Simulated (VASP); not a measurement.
Write the native input for VASP 6.6.1 that does the following.

```yaml
Task: relaxation of cell and atoms
Functional: LDA
Potentials_or_basis: VASP PAW LDA potentials, release 64 (Pb_d, Se)
Cutoff: 600 eV
k_mesh: 6 × 6 × 6
Occupations: fermi-dirac, width 0.02 eV
Spin: no spin polarisation
Dipole_correction: no
Further_INCAR_settings: ALGO = Normal; EDIFF = 1e-06; IBRION = 2; EDIFFG = -0.005; NSW = 80; ISIF = 3
```

The structure of PbSe lies in POSCAR:

```
PbSe
1.0
    0.0000000000      3.4487878618      3.4487878618
    3.4487878618      0.0000000000      3.4487878618
    3.4487878618      3.4487878618      0.0000000000
Pb Se
1 1
Direct
    0.0000000000      0.0000000000      0.0000000000
    0.2500000000      0.2500000000      0.2500000000
```

One way to write it, as run:

INCAR

```
SYSTEM = PbSe
ALGO = Normal
EDIFF = 1E-6
EDIFFG = -0.005
ENCUT = 600
IBRION = 2
ISIF = 3
ISMEAR = -1
LASPH = .True.
LCHARG = .False.
LREAL = .False.
LWAVE = .False.
NELM = 80
NSW = 80
PREC = Accurate
SIGMA = 0.02
```

KPOINTS

```
k-points
0
Gamma
  6 6 6
  0 0 0
```

Potentials or basis: VASP PAW LDA potentials, release 64 (Pb_d, Se).

Launch:

```console
$ cat potpaw_LDA.64/Pb_d/POTCAR potpaw_LDA.64/Se/POTCAR > POTCAR
$ mpirun -np 1 vasp_std > vasp.out
```

Results of the run:

- Relaxed volume: 37.86 Å³/atom
- Relaxed cell: a = 4.749 Å, b = 4.749 Å, c = 4.749 Å, α = 60.00°, β = 60.00°, γ = 60.00°
- Space group after relaxing (to 0.1 Å): F-43m (No. 216)
- Energy gained by relaxing: 26.5 meV/atom
- Ionic steps: 3
- Pressure after relaxing: 0.0 GPa
- Band gap on the k mesh: 0.46 eV (least direct gap 0.93 eV)

Caveat: the structure was generated, so it needn't be the stable form of PbSe; spin-orbit coupling is left out, which moves the levels of the heavy elements.

It took 24 s on 1 thread of AMD EPYC 9R45 96-Core Processor (Zen 5), with other jobs on the host, peak memory 0.17 GiB.
